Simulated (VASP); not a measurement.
A run of VASP 6.6.1:

Contents of INCAR:

```
SYSTEM = B4Ru
PREC = Accurate ; ENCUT = 520
EDIFF = 1E-6 ; ISMEAR = 0
SIGMA = 0.1 ; LREAL = .FALSE.
LASPH = .TRUE. ; NELM = 60
ALGO = Normal ; ISIF = 2
LWAVE = .FALSE. ; LCHARG = .TRUE.
GGA = PE ; LELF = .TRUE.
LVHAR = .TRUE. ; NBANDS = 21
```

Contents of KPOINTS:

```
regular mesh
0
G
  4 4 4
  0 0 0
```

File POSCAR:

```
B4Ru
1.0
    3.7941534700      0.0000000000      0.0000000000
    0.0000000000      3.7941534700      0.0000000000
    0.0000000000      0.0000000000      3.7941534700
B Ru
4 1
Direct
    0.0000000000      0.0000000000      0.0000000000
    0.5000000000      0.0000000000      0.0000000000
    0.0000000000      0.5000000000      0.0000000000
    0.0000000000      0.0000000000      0.5000000000
    0.5000000000      0.5000000000      0.5000000000
```

Potentials or basis: VASP PAW PBE potentials, release 64 (B, Ru_pv).

Launch:

```sh
$ cat potpaw_PBE.64/B/POTCAR potpaw_PBE.64/Ru_pv/POTCAR > POTCAR
$ mpirun -np 1 vasp_std > vasp.out
```

Hardware: 1 thread of Intel(R) Xeon(R) Platinum 8259CL CPU @ 2.50GHz (Skylake/Cascade Lake), with other jobs on the host.

Question: Estimate the wall time of this run.

Answer: Run time: 18 s on 1 thread of Intel(R) Xeon(R) Platinum 8259CL CPU @ 2.50GHz (Skylake/Cascade Lake) (shared host), peak memory 0.15 GiB. Counts: scf iterations 15, k points 10.
